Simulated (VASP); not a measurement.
Crystal: Au.

```
Au
1.0
     1.41131   -2.55593    0.00000
     1.41131    2.55593    0.00000
     0.00000    0.00000    4.89317
Au
2
Direct
  0.66533 0.33467 0.25000
  0.33467 0.66533 0.75000
```

- Program: VASP 6.6.1
- Task: relaxation of cell and atoms
- Functional: PBE
- Potentials or basis: VASP PAW PBE potentials, release 64 (Au)
- Cutoff: 600 eV
- k mesh: 16 × 16 × 10
- Occupations: gaussian, width 0.1 eV
- Spin: no spin polarisation

At the start: pressure 3.0 GPa; volume 17.65 Å³/atom.

**Question.** Where does the relaxation end?

**Answer.** Over 17 steps the energy falls by 4.1 meV/atom and the volume is 17.99 Å³/atom (+1.9 %); space group Cmcm (No. 63, to 0.05 Å).

Step by step:
```
step  energy change (eV)  largest force (eV/Å)  pressure (GPa)  volume (Å³)
   1              0.0000                0.0151            2.99        35.30
   2              0.0034                0.0050           -3.52        37.01
   3             -0.0075                0.0095           -0.16        36.05
   4             -0.0081                0.0088           -0.05        36.01
   5             -0.0082                0.0079            0.07        35.97
   6             -0.0082                0.0079            0.07        35.97
   7             -0.0082                0.0071           -0.09        36.01
   8             -0.0082                0.0074           -0.02        36.00
   9             -0.0082                0.0069           -0.02        35.99
  10             -0.0083                0.0051            0.00        35.99
  11             -0.0083                0.0014            0.05        35.97
  12             -0.0083                0.0030            0.03        35.98
  13             -0.0083                0.0026           -0.01        35.99
  14             -0.0083                0.0020           -0.05        36.00
  15             -0.0083                0.0017           -0.04        36.00
  16             -0.0083                0.0008           -0.03        35.99
  17             -0.0083                0.0012            0.02        35.98
```

Final structure:
```
CELL_PARAMETERS angstrom
1.43356 -2.56781 0.00000
1.43356 2.56781 0.00000
0.00000 0.00000 4.88759
ATOMIC_POSITIONS crystal
Au 0.66338 0.33662 0.25000
Au 0.33662 0.66338 0.75000
```
